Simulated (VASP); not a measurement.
## AlN: single point with PBEsol

AlN:

```
Al N
1.0
     3.11300    0.00000    0.00000
    -1.55650    2.69594    0.00000
     0.00000    0.00000    4.98100
Al N
2 2
Cartesian
  1.5445 0.9099 2.4991
  -0.0289 1.8073 -0.0305
  1.5019 0.8529 4.3273
  -0.0145 1.7877 1.8684
```

This cell differs from its parent crystal: atoms moved at random.

- Program: VASP 6.6.1
- Task: single point
- Functional: PBEsol
- Potentials or basis: VASP PAW PBE potentials, release 64 (Al, N)
- Cutoff: 600 eV
- k mesh: 10 × 10 × 6
- Occupations: fermi-dirac, width 0.05 eV
- Spin: no spin polarisation

| Item | Value |
| --- | --- |
| Pressure | 0.8 GPa |
| Largest force | 1.385 eV/Å |
| Band gap on the k mesh | 4.17 eV, direct |

Forces in eV/Å, atoms in the order of the input:
```
Al  -0.091 -0.310 -1.266
Al  -0.224 -0.788  0.141
N    0.327  0.848  1.046
N   -0.012  0.250  0.078
```

Stress tensor (GPa, compression positive):
```
-2.69 -0.88 -0.52
-0.88  0.16 -1.81
-0.52 -1.81  4.86
```

Levels at points of the mesh, in eV from the valence-band top:
```tsv
k point	band 6	band 7	band 8	band 9	band 10	band 11
(0.00, 0.00, 0.00)	-0.12	-0.07	0.00	4.17	6.60	10.44
(0.50, 0.00, 0.00)	-2.06	-1.68	-0.59	5.48	5.76	8.10
(0.00, 0.50, 0.00)	-1.99	-1.90	-0.56	5.67	5.82	8.19
(0.50, 0.50, 0.00)	-2.02	-1.84	-0.57	5.68	5.74	8.15
(0.00, 0.00, 0.50)	-0.46	-0.35	-0.26	6.31	6.44	10.02
(0.50, 0.00, 0.50)	-1.50	-1.33	-1.20	5.22	5.34	9.15
(0.00, 0.50, 0.50)	-1.40	-1.27	-1.23	5.11	5.21	9.23
(0.50, 0.50, 0.50)	-1.43	-1.27	-1.19	5.14	5.24	9.22
```

It took 3.3 min on 1 thread of Intel Xeon 6975P-C, on a shared host, peak memory 0.33 GiB.

Caveat: the cell differs from its parent crystal (atoms moved at random); the PAW data sets were made with another functional, which shifts forces and pressure a little. A k mesh can miss the band edges.
